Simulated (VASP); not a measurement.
Mg, 2 atoms in the cell. The structure is hexagonal, space group P6_3/mmc (No. 194). Conventional cell: a = 3.133 Å, b = 3.133 Å, c = 5.085 Å, α = 90.00°, β = 90.00°, γ = 120.00°. Within 4.1 Å of Mg (site symmetry -6m2) lie 12 Mg at 3.12 to 3.13 Å. 

| Item | Value |
| --- | --- |
| Program | VASP 6.6.1 |
| Task | single point |
| Functional | LDA |
| Potentials or basis | VASP PAW LDA potentials, release 64 (Mg) |
| Cutoff | 520 eV |
| k mesh | 12 × 12 × 6 |
| Occupations | gaussian, width 0.2 eV |
| Spin | no spin polarisation |
| Dipole correction | no |
| Further INCAR settings | ALGO = Normal; EDIFF = 1e-07; NBANDS = 9 |

Potentials or basis: VASP PAW LDA potentials, release 64 (Mg).

Launch:

```bash
$ cat potpaw_LDA.64/Mg/POTCAR > POTCAR
$ mpirun -np 1 vasp_std > vasp.out
```

Hardware: 1 thread of Intel Xeon 8259CL, on a shared host.

Estimate the wall time of this run.

Run time: 22 s on 1 thread of Intel Xeon 8259CL, on a shared host, peak memory 0.16 GiB. Counts: scf iterations 10, k points 76.
